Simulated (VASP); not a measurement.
A run of VASP 6.6.1:

File INCAR:

```
ALGO = Normal
EDIFF = 1E-6
ENCUT = 520
ISIF = 2
ISMEAR = -1
LASPH = T
LCHARG = F
LREAL = F
LWAVE = F
NBANDS = 16
NELM = 100
PREC = Accurate
SIGMA = 0.05
```

File KPOINTS:

```
k-points
0
Gamma
  8 8 8
```

The input POSCAR:

```
Si
1.0
   -3.3906656383      3.3906656383      1.9600890686
    3.3906656383     -3.3906656383      1.9600890686
    3.3906656383      3.3906656383     -1.9600890686
Si
4
Direct
    0.8211989400      0.1788010600      0.0000000000
    0.1788010600      0.8211989400      0.0000000000
    0.8211989400      0.8211989400      0.6423978800
    0.1788010600      0.1788010600      0.3576021200
```

Potentials or basis: VASP PAW LDA potentials, release 64 (Si).

Command:

```sh
$ cat potpaw_LDA.64/Si/POTCAR > POTCAR
$ mpirun -np 1 vasp_std > vasp.out
```

Hardware: 1 thread of AMD EPYC 7R13 Processor (Zen 3), with other jobs on the host.

Estimate the wall time of this run.

Run time: 63 s on 1 thread of AMD EPYC 7R13 Processor (Zen 3) (shared host), peak memory 0.18 GiB. Counts: scf iterations 12, k points 59.
